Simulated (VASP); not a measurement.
Be2C:

```
Be C
1.0
     0.00000    2.17250    2.17250
     2.17250    0.00000    2.17250
     2.17250    2.17250    0.00000
Be C
2 1
Cartesian
  1.0862 1.0862 1.0862
  3.2587 3.2587 3.2587
  0.0000 0.0000 0.0000
```

Base run:

```yaml
Program: VASP 6.6.1
Functional: PBE
Potentials_or_basis: VASP PAW PBE potentials, release 64 (Be, C)
Cutoff: 600 eV
k_mesh: 7 × 7 × 7
Occupations: methfessel-paxton, width 0.1 eV
Spin: no spin polarisation
```

Its results: band gap on the k mesh 1.39 eV (least direct gap 4.11 eV); pressure -2.0 GPa.

**Question.** The run is repeated on the same cell with these changes: functional from PBE to PBEsol; occupations from methfessel-paxton, width 0.1 eV to methfessel-paxton, width 0.0165 eV. What comes out?

**Answer.** Band gap on the k mesh 1.29 eV (least direct gap 4.07 eV); pressure -4.2 GPa.

Caveats: an odd mesh through Γ misses points on the zone boundary, where band edges can lie; the cell stands under tension (at least some runs); the PAW data sets were made with another functional, which shifts forces and pressure a little (at least some runs).
